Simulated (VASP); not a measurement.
Si3W2: single point with PBE

Si3W2:

```
Si W
1.0
     9.47844    0.00000    0.00000
     0.00000    9.47844    0.00000
     0.00000    0.00000    9.47844
Si W
6 4
Direct
  0.25171 0.00000 0.00000
  0.74829 0.00000 0.00000
  0.00000 0.25171 0.00000
  0.00000 0.74829 0.00000
  0.00000 0.00000 0.25171
  0.00000 0.00000 0.74829
  0.50000 0.00000 0.00000
  0.00000 0.50000 0.00000
  0.00000 0.00000 0.50000
  0.00000 0.00000 0.00000
```

* Program: VASP 6.6.1
* Task: single point
* Functional: PBE
* Potentials or basis: VASP PAW PBE potentials, release 64 (Si, W_sv)
* Cutoff: 520 eV
* k mesh: 4 × 4 × 4
* Occupations: gaussian, width 0.1 eV
* Spin: no spin polarisation

```json
{
  "Pressure": "0.0 GPa",
  "Largest force": "0.013 eV/Å",
  "Band gap on the k mesh": "zero (band 40 reaches -2.08 eV, above the bottom of band 41 at -2.10 eV)"
}
```

Forces on the atoms (eV/Å):
```
Si  -0.013  0.000  0.000
Si   0.013  0.000  0.000
Si   0.000 -0.013  0.000
Si   0.000  0.013  0.000
Si   0.000  0.000 -0.013
Si   0.000  0.000  0.013
W    0.000  0.000  0.000
W    0.000  0.000  0.000
W    0.000  0.000  0.000
W    0.000  0.000  0.000
```

Levels at points of the mesh, in eV from the Fermi level:
| k point | band 38 | band 39 | band 40 | band 41 | band 42 | band 43 |
| --- | --- | --- | --- | --- | --- | --- |
| (0.00, 0.00, 0.00) | -0.10 | -0.10 | -0.10 | 0.09 | 0.09 | 0.10 |
| (0.50, 0.00, 0.00) | -0.10 | -0.07 | -0.07 | 0.07 | 0.08 | 0.10 |
| (0.50, 0.50, 0.00) | -0.17 | -0.15 | 0.08 | 0.09 | 0.09 | 0.10 |
| (0.50, 0.50, 0.50) | -0.14 | -0.14 | -0.14 | 0.07 | 0.10 | 0.10 |

Wall time 22 min on 1 thread of Oxide Virtual Turin-like Processor, on a shared host, peak memory 0.82 GiB.

Caveat: spin-orbit coupling is left out, which moves the levels of the heavy elements.
